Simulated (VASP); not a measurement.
# Al3GaIr (Pm-3m) in VASP: further runs

Al3GaIr is run at these levels: PBE; tasks: single point, relaxation of cell and atoms.

Everything below comes from runs of VASP 6.6.1. Logs are shortened: lines on timing, memory, paths and dates and some standing lists are left out, and cuts for length are marked.

### Step 1. The cell of the first run

The structure is cubic, space group Pm-3m (No. 221). The conventional cell has a = 4.010 Å, b = 4.010 Å, c = 4.010 Å, α = 90.00°, β = 90.00°, γ = 90.00°. Within 2.7 Å of Al (site symmetry 4/mmm) lie 2 Ga at 2.00 Å. Within 2.7 Å of Ga (site symmetry m-3m) lie 6 Al at 2.00 Å. Within 3.7 Å of Ir (site symmetry m-3m) lie 12 Al at 2.84 Å and 8 Ga at 3.47 Å.

The cell was generated, and may not be a known phase.

### Step 2. Single point, PBE

INCAR

```
SYSTEM = Al3GaIr
PREC     = Accurate       ! precision mode
ENCUT    = 520            ! plane-wave cutoff, eV
EDIFF    = 1E-6           ! SCF threshold, eV
ISMEAR   = 0              ! smearing method
SIGMA    = 0.1            ! smearing width, eV
LREAL    = .False.        ! projectors in reciprocal space
LASPH    = .True.         ! aspherical terms in the spheres
NELM     = 80             ! most SCF steps
ALGO     = Normal         ! electronic algorithm
ISIF     = 2              ! what is computed and relaxed
LWAVE    = .False.        ! write WAVECAR
LCHARG   = .False.        ! write CHGCAR
GGA      = PE             ! functional
NBANDS   = 24             ! bands
```

KPOINTS

```
regular mesh
0
Gamma
  4 4 4
  0 0 0
```

POSCAR

```
Al3GaIr
1.0
    4.0095623800      0.0000000000      0.0000000000
    0.0000000000      4.0095623800      0.0000000000
    0.0000000000      0.0000000000      4.0095623800
Al Ga Ir
3 1 1
Direct
    0.0000000000      0.5000000000      0.0000000000
    0.0000000000      0.0000000000      0.5000000000
    0.5000000000      0.0000000000      0.0000000000
    0.0000000000      0.0000000000      0.0000000000
    0.5000000000      0.5000000000      0.5000000000
```

Potentials or basis: VASP PAW PBE potentials, release 64 (Al, Ga_d, Ir).

Started as:

```
$ cat potpaw_PBE.64/Al/POTCAR potpaw_PBE.64/Ga_d/POTCAR potpaw_PBE.64/Ir/POTCAR > POTCAR
$ mpirun -np 1 vasp_std > vasp.out
```

OUTCAR:

```text
SYSTEM = Al3GaIr
   PREC = Accurate
   ENCUT = 520
   EDIFF = 1E-6
   ISMEAR = 0
   LREAL = .False.
   LASPH = .True.
   NELM = 80
   ISIF = 2
   GGA = PE

 ion  position               nearest neighbor table
   1  0.000  0.500  0.000-   4 2.00   4 2.00   2 2.84   5 2.84   2 2.84   5 2.84   2 2.84   3 2.84
                             3 2.84   2 2.84   3 2.84   5 2.84   5 2.84   3 2.84
   2  0.000  0.000  0.500-   4 2.00   4 2.00   1 2.84   5 2.84   1 2.84   3 2.84   3 2.84   1 2.84
                             5 2.84   1 2.84   3 2.84   5 2.84   3 2.84   5 2.84
   3  0.500  0.000  0.000-   4 2.00   4 2.00   1 2.84   5 2.84   2 2.84   5 2.84   1 2.84   5 2.84
                             5 2.84   1 2.84   2 2.84   2 2.84   2 2.84   1 2.84
   4  0.000  0.000  0.000-   1 2.00   2 2.00   3 2.00   2 2.00   1 2.00   3 2.00
   5  0.500  0.500  0.500-   1 2.84   2 2.84   3 2.84   1 2.84   3 2.84   2 2.84   3 2.84   3 2.84
                             1 2.84   2 2.84   1 2.84   2 2.84

  LATTYP: Found a simple cubic cell.
 ALAT       =     4.0095623800

  Lattice vectors:

 A1 = (   4.0095623800,   0.0000000000,   0.0000000000)
 A2 = (   0.0000000000,   4.0095623800,   0.0000000000)
 A3 = (   0.0000000000,   0.0000000000,   4.0095623800)

Analysis of symmetry for initial positions (statically):
=====================================================================
 Subroutine PRICEL returns:
 Original cell was already a primitive cell.

 Routine SETGRP: Setting up the symmetry group for a
 simple cubic supercell.

 Subroutine GETGRP returns: Found 48 space group operations
 (whereof 48 operations were pure point group operations)
 out of a pool of 48 trial point group operations.

The static configuration has the point symmetry O_h .

Analysis of symmetry for dynamics (positions and initial velocities):
=====================================================================
 Subroutine PRICEL returns:
 Original cell was already a primitive cell.

 Routine SETGRP: Setting up the symmetry group for a
 simple cubic supercell.

 Subroutine GETGRP returns: Found 48 space group operations
 (whereof 48 operations were pure point group operations)
 out of a pool of 48 trial point group operations.

The dynamic configuration has the point symmetry O_h .

 Subroutine INISYM returns: Found 48 space group operations
 (whereof 48 operations are pure point group operations),
 and found     1 'primitive' translations

----------------------------------------------------------------------------------------

                                     Primitive cell

  volume of cell :      64.4601

  direct lattice vectors                    reciprocal lattice vectors
[... 78 lines left out ...]
   EDIFF  = 0.1E-05   stopping-criterion for ELM
   LREAL  =      F    real-space projection
[... 7 lines left out ...]
   TEBEG  =    0.0;   TEEND  =   0.0 temperature during run
   PSTRESS=    0.0 pullay stress
   NELECT =      31.0000    total number of electrons
   NUPDOWN=      -1.0000    fix difference up-down
   EMIN   =  10.00;   EMAX   =-10.00  energy-range for DOS
   EFERMI =   0.00;   METHOD = LEGACY
   ISMEAR =     0;   SIGMA  =   0.10  broadening in eV -4-tet -1-fermi 0-gaus
   EFERMI_NEDOS =   21; number of points for ismear=-14 and -15
   IALGO  =     38    algorithm
   IMIX   =      4    mixing-type and parameters
     AMIX     =   0.40;   BMIX     =  1.00
     AMIX_MAG =   1.60;   BMIX_MAG =  1.00
  volume/ion in A,a.u.               =      12.89        87.00
  Fermi-wavevector in a.u.,A,eV,Ry     =   1.282621  2.423803 22.383178  1.645117
  Thomas-Fermi vector in A             =   2.414922
   LORBIT       =      0    0 simple, 1 ext, 2 COOP (PROOUT), +10 PAW based schemes
   GGA     = PE    functional components
   LHFCALC =     F    Hartree Fock is set to
   AEXX    =    0.0000 exact exchange contribution
   IVDW    =     0    specifies the selected vdW correction
   LEPSILON=     F    determine dielectric tensor
   LRPA    =     F    only Hartree local field effects (RPA)
 non-spin polarized calculation
 Gauss-broadening in eV      SIGMA  =   0.10
  energy-cutoff  :      520.00
  volume of cell :       64.46
 maximum number of plane-waves:      1763
 NGX is ok and might be reduce to    30
   NGX = 15   NGY = 15   NGZ = 15

 number of electron      31.0000001 magnetization

 Free energy of the ion-electron system (eV)
  ---------------------------------------------------
  ext. energy  EPLUGINS =         0.00000000
  ---------------------------------------------------
  free energy    TOTEN  =       -13.77593303 eV

  energy without entropy =      -13.75285868  energy(sigma->0) =      -13.76439586

 E-fermi :  10.8567     XC(G=0): -12.0830

 val. band max:       10.8283104451   @ k =   0.5000   0.0000   0.0000
 cond. band min:      10.8786489339   @ k =   0.5000   0.2500   0.2500
 fundamental gap:      0.0503384888
 Fermi energy:        10.8567215822

 k-point     1 :       0.0000    0.0000    0.0000
  band No.  band energies     occupation
      1      -7.1277      2.00000
      2      -7.1277      2.00000
      3      -6.7873      2.00000
      4      -6.7873      2.00000
      5      -6.7873      2.00000
      6      -3.3328      2.00000
[... 259 lines left out ...]
     23      20.3726      0.00000
     24      20.8330      0.00000

------------------------ aborting loop because EDIFF is reached ----------------------------------------

  FORCE on cell =-STRESS in cart. coord.  units (eV):
  Direction    XX          YY          ZZ          XY          YZ          ZX
  --------------------------------------------------------------------------------------
  -------------------------------------------------------------------------------------
  Total       27.2295035     27.2295035     27.2295035     -0.0000000     -0.0000000     -0.0000000
  in kB      676.7984905    676.7984905    676.7984905     -0.0000000     -0.0000000     -0.0000000
  external PRESSURE =     676.7984905 kB  Pullay stress =       0.0000000 kB

 VOLUME and BASIS-vectors are now :
 -----------------------------------------------------------------------------
  energy-cutoff  :      520.00
  volume of cell :       64.46
      direct lattice vectors                 reciprocal lattice vectors
     4.009562380  0.000000000  0.000000000     0.249403777  0.000000000  0.000000000
     0.000000000  4.009562380  0.000000000     0.000000000  0.249403777  0.000000000
     0.000000000  0.000000000  4.009562380     0.000000000  0.000000000  0.249403777

 POSITION                                       TOTAL-FORCE (eV/Angst)
 -----------------------------------------------------------------------------------
      0.00000      2.00478      0.00000         0.000000      0.000000      0.000000
      0.00000      0.00000      2.00478         0.000000      0.000000      0.000000
      2.00478      0.00000      0.00000         0.000000      0.000000      0.000000
      0.00000      0.00000      0.00000         0.000000      0.000000      0.000000
      2.00478      2.00478      2.00478         0.000000      0.000000      0.000000
 -----------------------------------------------------------------------------------
    total drift:                                0.000000     -0.000000     -0.000000

  FREE ENERGIE OF THE ION-ELECTRON SYSTEM (eV)
  ---------------------------------------------------
  free  energy   TOTEN  =       -13.7759330320 eV

  energy  without entropy=      -13.7528586824  energy(sigma->0) =      -13.76439586
```

Run time: 14 s. Hardware: 1 thread of Intel Xeon Platinum 8488C (Sapphire Rapids), shared host; peak memory 0.17 GiB.

What came out:

| Property | Result |
| --- | --- |
| Free energy | -13.7759 eV |
| Pressure | 67.7 GPa |
| Band gap on the k mesh | zero (an odd number of electrons rules out a gap without spin polarisation) |

Caveat: the k points lie up to 0.39 Å⁻¹ apart, too coarse for converged energies and pressures of a metal; spin-orbit coupling is left out, which moves the levels of the heavy elements.

### Step 3. Single point, PBE

This run uses another cell than the first one, of 19.50 Å³/atom.

INCAR

```
PREC = Accurate
ENCUT = 520
EDIFF = 1E-6
ISMEAR = 0
SIGMA = 0.1
LREAL = False
LASPH = True
NELM = 100
ALGO = Normal
ISIF = 2
LWAVE = False
LCHARG = False
GGA = PE
NBANDS = 24
```

KPOINTS

```
regular mesh
0
Gamma
  4 4 4
```

POSCAR, as its differences from that of step 2:

```diff
@@ -2,5 +2,5 @@
 1.0
-    4.0095623800      0.0000000000      0.0000000000
-    0.0000000000      4.0095623800      0.0000000000
-    0.0000000000      0.0000000000      4.0095623800
+    4.6027660741      0.0000000000      0.0000000000
+    0.0000000000      4.6027660741      0.0000000000
+    0.0000000000      0.0000000000      4.6027660741
 Al Ga Ir
```

Potentials or basis: VASP PAW PBE potentials, release 64 (Al, Ga_d, Ir).

Started as:

```
$ cat potpaw_PBE.64/Al/POTCAR potpaw_PBE.64/Ga_d/POTCAR potpaw_PBE.64/Ir/POTCAR > POTCAR
$ mpirun -np 1 vasp_std > vasp.out
```

It took 17 s on 1 thread of Intel Xeon Platinum 8488C (Sapphire Rapids), shared host; peak memory 0.21 GiB.

Results (log left out):

| Quantity | Value |
| --- | --- |
| Free energy | -18.5048 eV |
| Pressure | 0.0 GPa |
| Band gap on the k mesh | zero (an odd number of electrons rules out a gap without spin polarisation) |

Levels at points of the mesh, in eV from the Fermi level:
```tsv
k point	band 11	band 12	band 13	band 14	band 15	band 16	band 17	band 18	band 19	band 20
(0.00, 0.00, 0.00)	-2.95	-2.95	-1.05	-1.05	-1.05	0.62	0.62	3.68	3.68	3.68
(0.50, 0.00, 0.00)	-1.20	-1.13	-0.97	-0.78	-0.42	-0.42	-0.13	0.56	0.56	3.71
(0.50, 0.50, 0.00)	-1.79	-1.69	-1.69	-0.81	-0.65	1.18	1.69	1.69	3.19	3.19
(0.50, 0.50, 0.50)	-2.33	-2.33	-1.48	-0.61	-0.61	-0.27	-0.27	-0.27	6.15	6.15
```

Caveat: spin-orbit coupling is left out, which moves the levels of the heavy elements.

(Part 1 of 2 ends here.)

The gap in the log of VASP goes by the Fermi energy; the results here count the filled bands.